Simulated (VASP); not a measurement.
# CoO (Imm2) in VASP: notebook, part 2 of 2

VASP 6.6.1. Earlier steps stand in the parts before.

**3. Single point, PBEsol, collinear spin, ferromagnetic start**

INCAR

```
PREC = Accurate
ENCUT = 520
EDIFF = 1E-6
ISMEAR = -1
SIGMA = 0.1
LREAL = False
LASPH = True
NELM = 150
ALGO = Normal
ISIF = 2
LWAVE = False
LCHARG = False
ISPIN = 2
MAGMOM = 1.8 0
LORBIT = 11
LMAXMIX = 4
GGA = PS
NBANDS = 18
```

KPOINTS

```
Automatic mesh
0
Gamma
  8 8 8
```

POSCAR

```
CoO
1.0
    0.0000000000      2.1315000000      2.1315000000
    2.1315000000      0.0000000000      2.1315000000
    2.1315000000      2.1315000000      0.0000000000
Co O
1 1
Direct
    0.0200000000      0.0000000000      0.0000000000
    0.5000000000      0.5000000000      0.5000000000
```

Potentials or basis: VASP PAW PBE potentials, release 64 (Co, O).

On the command line:

```
$ cat potpaw_PBE.64/Co/POTCAR potpaw_PBE.64/O/POTCAR > POTCAR
$ mpirun -np 1 vasp_std > vasp.out
```

OUTCAR:

```text
PREC = Accurate
   ENCUT = 520
   EDIFF = 1E-6
   ISMEAR = -1
   LREAL = False
   LASPH = True
   NELM = 150
   ISIF = 2
   ISPIN = 2
   LORBIT = 11
   GGA = PS

 ion  position               nearest neighbor table
   1  0.020  0.000  0.000-   2 2.09   2 2.09   2 2.13   2 2.13   2 2.17   2 2.17
   2  0.500  0.500  0.500-   1 2.09   1 2.09   1 2.13   1 2.13   1 2.17   1 2.17

  LATTYP: Found a face centered cubic cell.
 ALAT       =     4.2630000000

  Lattice vectors:

 A1 = (   0.0000000000,   2.1315000000,   2.1315000000)
 A2 = (   2.1315000000,   0.0000000000,   2.1315000000)
 A3 = (   2.1315000000,   2.1315000000,   0.0000000000)

Analysis of symmetry for initial positions (statically):
=====================================================================
 Subroutine PRICEL returns:
 Original cell was already a primitive cell.

 Routine SETGRP: Setting up the symmetry group for a
 face centered cubic supercell.

 Subroutine GETGRP returns: Found  4 space group operations
 (whereof  4 operations were pure point group operations)
 out of a pool of 48 trial point group operations.

The static configuration has the point symmetry C_2v.

Analysis of symmetry for dynamics (positions and initial velocities):
=====================================================================
 Subroutine PRICEL returns:
 Original cell was already a primitive cell.

 Routine SETGRP: Setting up the symmetry group for a
 face centered cubic supercell.

 Subroutine GETGRP returns: Found  4 space group operations
 (whereof  4 operations were pure point group operations)
 out of a pool of 48 trial point group operations.

The dynamic configuration has the point symmetry C_2v.

Analysis of structural, dynamic, and magnetic symmetry:
=====================================================================
 Subroutine PRICEL returns:
 Original cell was already a primitive cell.

[... 149 lines left out ...]
  ext. energy  EPLUGINS =         0.00000000
  ---------------------------------------------------
  free energy    TOTEN  =       -14.00583169 eV

  energy without entropy =      -13.89111267  energy(sigma->0) =      -13.94847218

 E-fermi :   7.7916     XC(G=0): -12.6464

 val. band max:        7.7904683828   @ k =   0.2500  -0.3750  -0.3750
 cond. band min:       7.7918947083   @ k =   0.0000   0.2500   0.2500
 fundamental gap:      0.0014263255
 Fermi energy:         7.7916070244

 spin component 1

 k-point     1 :       0.0000    0.0000    0.0000
  band No.  band energies     occupation
      1     -12.4249      1.00000
      2       4.2244      1.00000
      3       4.2830      1.00000
      4       4.3776      1.00000
      5       4.6053      1.00000
      6       4.6941      1.00000
[... 493 lines left out ...]
     17      35.2708      0.00000
     18      35.6222      0.00000

 [... further k-points ...]

 spin component 2

 k-point     1 :       0.0000    0.0000    0.0000
  band No.  band energies     occupation
      1     -11.9092      1.00000
      2       5.0953      1.00000
      3       5.0963      1.00000
      4       5.1108      1.00000
      5       6.6957      0.99998
      6       6.7452      0.99997
[... 493 lines left out ...]
     17      35.7605      0.00000
     18      36.0448      0.00000

 [... further k-points ...]

------------------------ aborting loop because EDIFF is reached ----------------------------------------

  FORCE on cell =-STRESS in cart. coord.  units (eV):
  Direction    XX          YY          ZZ          XY          YZ          ZX
  --------------------------------------------------------------------------------------
  -------------------------------------------------------------------------------------
  Total       -1.3979817     -1.3337969     -1.3337969      0.0000000     -0.0142502      0.0000000
  in kB     -115.6447912   -110.3352489   -110.3352489      0.0000000     -1.1788137      0.0000000
  external PRESSURE =    -112.1050963 kB  Pullay stress =       0.0000000 kB

 VOLUME and BASIS-vectors are now :
 -----------------------------------------------------------------------------
  energy-cutoff  :      520.00
  volume of cell :       19.37
      direct lattice vectors                 reciprocal lattice vectors
     0.000000000  2.131500000  2.131500000    -0.234576589  0.234576589  0.234576589
     2.131500000  0.000000000  2.131500000     0.234576589 -0.234576589  0.234576589
     2.131500000  2.131500000  0.000000000     0.234576589  0.234576589 -0.234576589

 POSITION                                       TOTAL-FORCE (eV/Angst)
 -----------------------------------------------------------------------------------
      0.00000      0.04263      0.04263        -0.000000     -0.011900     -0.011900
      2.13150      2.13150      2.13150         0.000000      0.011900      0.011900
 -----------------------------------------------------------------------------------
    total drift:                               -0.000000      0.000109      0.000109

  FREE ENERGIE OF THE ION-ELECTRON SYSTEM (eV)
  ---------------------------------------------------
  free  energy   TOTEN  =       -14.0058316928 eV

  energy  without entropy=      -13.8911126725  energy(sigma->0) =      -13.94847218

 total charge

# of ion       s       p       d       tot
------------------------------------------
    1        0.298   0.361   7.148   7.806
    2        1.551   3.396   0.000   4.947
--------------------------------------------------
tot          1.849   3.757   7.148  12.754

 magnetization (x)

# of ion       s       p       d       tot
------------------------------------------
    1        0.019   0.018   2.489   2.527
    2        0.029   0.270   0.000   0.299
--------------------------------------------------
tot          0.048   0.288   2.489   2.826
```

It took 2.2 min on 1 thread of AMD EPYC 7R43 (Zen 3), shared host; peak memory 0.15 GiB.

What came out:

```
Free energy                                           : -14.0058 eV
Pressure                                              : -11.2 GPa
Largest force                                         : 0.017 eV/Å
Net moment                                            : 2.88 μB per cell
Site moments                                          : Co +2.53; O +0.30 μB
Valence electrons inside the program's atomic spheres : Co 7.81; O 4.95
```

Forces on the atoms (eV/Å):
```
Co   0.000 -0.012 -0.012
O    0.000  0.012  0.012
```

Levels at points of the mesh, in eV from the Fermi level:
Spin up:
| k point | band 6 | band 7 | band 8 | band 9 | band 10 | band 11 | band 12 | band 13 |
| --- | --- | --- | --- | --- | --- | --- | --- | --- |
| (0.00, 0.00, 0.00) | -3.10 | -2.90 | -2.89 | -2.86 | 0.82 | 16.53 | 17.88 | 17.90 |
| (0.50, 0.00, 0.00) | -2.36 | -1.83 | 0.08 | 0.10 | 4.86 | 9.14 | 13.22 | 13.22 |
| (0.00, 0.50, 0.00) | -2.37 | -1.83 | 0.06 | 0.08 | 4.87 | 9.14 | 13.22 | 13.24 |
| (0.50, 0.50, 0.00) | -2.87 | -2.38 | -2.08 | -2.08 | 5.66 | 9.63 | 11.44 | 15.53 |
| (0.00, 0.50, 0.50) | -2.84 | -2.38 | -2.09 | -2.08 | 5.66 | 9.61 | 11.42 | 15.53 |
Spin down:
| k point | band 2 | band 3 | band 4 | band 5 | band 6 | band 7 | band 8 | band 9 | band 10 | band 11 |
| --- | --- | --- | --- | --- | --- | --- | --- | --- | --- | --- |
| (0.00, 0.00, 0.00) | -2.70 | -2.70 | -2.68 | -1.10 | -1.05 | -1.04 | -0.11 | -0.07 | 1.37 | 16.49 |
| (0.50, 0.00, 0.00) | -7.68 | -4.74 | -4.73 | -0.12 | -0.11 | 0.19 | 2.53 | 2.55 | 5.17 | 9.94 |
| (0.00, 0.50, 0.00) | -7.68 | -4.73 | -4.72 | -0.11 | -0.11 | 0.18 | 2.50 | 2.53 | 5.19 | 9.94 |
| (0.50, 0.50, 0.00) | -6.50 | -3.93 | -3.91 | -2.21 | 0.15 | 0.16 | 0.35 | 0.80 | 6.49 | 10.12 |
| (0.00, 0.50, 0.50) | -6.50 | -3.95 | -3.93 | -2.18 | 0.15 | 0.16 | 0.36 | 0.80 | 6.50 | 10.10 |

Caveat: the PAW data sets were made with another functional, which shifts forces and pressure a little; a cell with one magnetic atom can't hold antiferromagnetic order, which such compounds often take; semilocal functionals often make such compounds metallic where correlation or magnetic order opens a gap, which also shifts bond lengths. With open d or f shells a metallic result of PBEsol can be an artefact of self-interaction; +U or a hybrid may open a gap.
